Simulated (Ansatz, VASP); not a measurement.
**One calculation of In3GaP4, two programs**

```
In Ga P
1.0
     5.84617    0.00000    0.00000
     0.00000    5.84617    0.00000
     0.00000    0.00000    5.84617
In Ga P
3 1 4
Direct
  0.50000 0.00000 0.50000
  0.50000 0.50000 0.00000
  0.00000 0.50000 0.50000
  0.00000 0.00000 0.00000
  0.23903 0.76097 0.76097
  0.23903 0.23903 0.23903
  0.76097 0.76097 0.23903
  0.76097 0.23903 0.76097
```

Alike in both runs: task relaxation of cell and atoms; functional PBE; k mesh 6 × 6 × 6; occupations gaussian, width 0.02 eV; no spin polarisation.

|  | VASP | Ansatz |
| --- | --- | --- |
| version | VASP 6.6.1 | Ansatz 0.2.0 |
| potentials or method | VASP PAW PBE potentials, release 64 (In_d, Ga_d, P), cutoff 600 eV | scalar-relativistic, plane waves, PAW |
| valence electrons in the cell | 72 | 72 |

```tsv
	VASP	Ansatz	Ansatz less VASP
gap on the k mesh at the Fermi level, each at its own relaxed structure (eV)	0.62	0.62	0.000
relaxed volume (Å³/atom)	24.96	24.98	+0.016
relaxed length of the cell vector where the two differ most in proportion (Å)	5.845	5.846	+0.0013
```
